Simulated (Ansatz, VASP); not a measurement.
**Two plane-wave programs on La**

```xyz
1
Lattice="0.0000 2.7509 2.7509 2.7509 0.0000 2.7509 2.7509 2.7509 0.0000" Properties=species:S:1:pos:R:3 pbc="T T T"
La    0.0000    0.0000    0.0000
```

Alike in both runs: task single point; functional BLYP; k mesh 16 × 16 × 16; occupations fermi-dirac, width 0.1 eV; no spin polarisation.

```csv
,VASP,Ansatz
version,VASP 6.6.1,Ansatz 0.2.0
potentials or method,"VASP PAW PBE potentials, release 64 (La), cutoff 520 eV","plane waves (420 eV) with PAW, scalar-relativistic"
valence electrons in the cell,11,11
```

```csv
,VASP,Ansatz,Ansatz less VASP
pressure (GPa),-1.0,-1.0,+0.03
```

VASP's potentials were made for PBE, not for BLYP. With one functional, cell and mesh, what is left measures potentials, basis and numerics.

Neither program's run includes spin-orbit coupling.
